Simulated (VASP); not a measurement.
A run of VASP 6.6.1:

POSCAR

```
KBr
1.0
    0.0000000000      3.3500000000      3.3500000000
    3.3500000000      0.0000000000      3.3500000000
    3.3500000000      3.3500000000      0.0000000000
K Br
1 1
Direct
    0.0051703009      0.0051703009      0.0051703009
    0.5000000000      0.5000000000      0.5000000000
```

INCAR.step1

```
SYSTEM = KBr
  ALGO = Normal
  EDIFF = 1E-5
  ENCUT = 520
  GGA = PE
  ISIF = 2
  ISMEAR = -1
  LASPH = .TRUE.
  LCHARG = .FALSE.
  LREAL = .FALSE.
  LWAVE = .TRUE.
  NBANDS = 15
  NELM = 60
  PREC = Accurate
  SIGMA = 0.05
```

INCAR.step2

```
SYSTEM = KBr
  AEXX = 0.25
  ALGO = Normal
  EDIFF = 1E-7
  ENCUT = 520
  GGA = PE
  ISIF = 2
  ISMEAR = -1
  ISTART = 1
  LASPH = .TRUE.
  LCHARG = .FALSE.
  LHFCALC = .TRUE.
  LREAL = .FALSE.
  LWAVE = .FALSE.
  NBANDS = 15
  NELM = 60
  PREC = Accurate
  PRECFOCK = Normal
  SIGMA = 0.05
```

Contents of KPOINTS:

```
k-points
0
G
  4 4 4
  0 0 0
```

Potentials or basis: VASP PAW PBE potentials, release 64 (K_sv, Br).

Launch:

```console
$ cat potpaw_PBE.64/K_sv/POTCAR potpaw_PBE.64/Br/POTCAR > POTCAR
$ cp INCAR.step1 INCAR
$ mpirun -np 1 vasp_std > vasp.out
$ cp INCAR.step2 INCAR
$ mpirun -np 1 vasp_std > vasp.out
```

Hardware: 1 thread of Intel(R) Xeon(R) Platinum 8259CL CPU @ 2.50GHz (Skylake/Cascade Lake), with other jobs on the host.

Problem. Estimate the wall time of this run.

Solution. Run time: 15 min on 1 thread of Intel(R) Xeon(R) Platinum 8259CL CPU @ 2.50GHz (Skylake/Cascade Lake), with other jobs on the host, peak memory 0.23 GiB. Counts: k points 13.
